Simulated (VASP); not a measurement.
Set up this calculation in VASP 6.6.1, as the native input.

- Task: single point
- Functional: r2SCAN
- Potentials or basis: VASP PAW PBE potentials, release 64 (Li_sv, F)
- Cutoff: 520 eV
- k mesh: 10 × 10 × 10
- Occupations: gaussian, width 0.01 eV
- Spin: no spin polarisation
- Dipole correction: no
- Further INCAR settings: ALGO = Normal; EDIFF = 1e-06; NBANDS = 12

LiF:

```
Li F
1.0
     2.53186    0.01560    0.01560
     0.01560    2.53186    0.01560
     0.01560    0.01560    2.53186
Li F
1 1
Cartesian
  0.0000 0.0000 0.0000
  1.2815 1.2815 1.2815
```

This cell differs from its parent crystal: strain along [111] +1.9%.

One way to write it, as run:

POSCAR

```
LiF
1.0
    2.5318592468      0.0156008024      0.0156008024
    0.0156008024      2.5318592468      0.0156008024
    0.0156008024      0.0156008024      2.5318592468
Li F
1 1
Direct
    0.0000000000      0.0000000000      0.0000000000
    0.5000000000      0.5000000000      0.5000000000
```

INCAR.step1

```
PREC = Accurate ; ENCUT = 520
ISMEAR = 0 ; SIGMA = 0.01
LREAL = F ; LASPH = T
NELM = 80 ; NBANDS = 12
GGA = PE ; ALGO = Normal
EDIFF = 1E-4 ; LWAVE = T
LCHARG = F
```

INCAR.step2

```
PREC = Accurate ; ENCUT = 520
EDIFF = 1E-6 ; ISMEAR = 0
SIGMA = 0.01 ; LREAL = F
LASPH = T ; NELM = 80
ALGO = Normal ; ISIF = 2
LWAVE = F ; LCHARG = F
METAGGA = R2SCAN ; LMIXTAU = T
NBANDS = 12 ; ISTART = 1
```

KPOINTS

```
Automatic mesh
0
Gamma
  10 10 10
```

Potentials or basis: VASP PAW PBE potentials, release 64 (Li_sv, F).

Run with:

```sh
$ cat potpaw_PBE.64/Li_sv/POTCAR potpaw_PBE.64/F/POTCAR > POTCAR
$ cp INCAR.step1 INCAR
$ mpirun -np 1 vasp_std > vasp.out
$ cp INCAR.step2 INCAR
$ mpirun -np 1 vasp_std > vasp.out
```

Results of the run:

The band gap on the k mesh is 8.94 eV, indirect (least direct gap 9.61 eV).

Caveat: the cell differs from its parent crystal (strain along [111] +1.9%).

It took 55 s on 1 thread of AMD EPYC 7R13 Processor (Zen 3), on a shared host, peak memory 0.1 GiB.
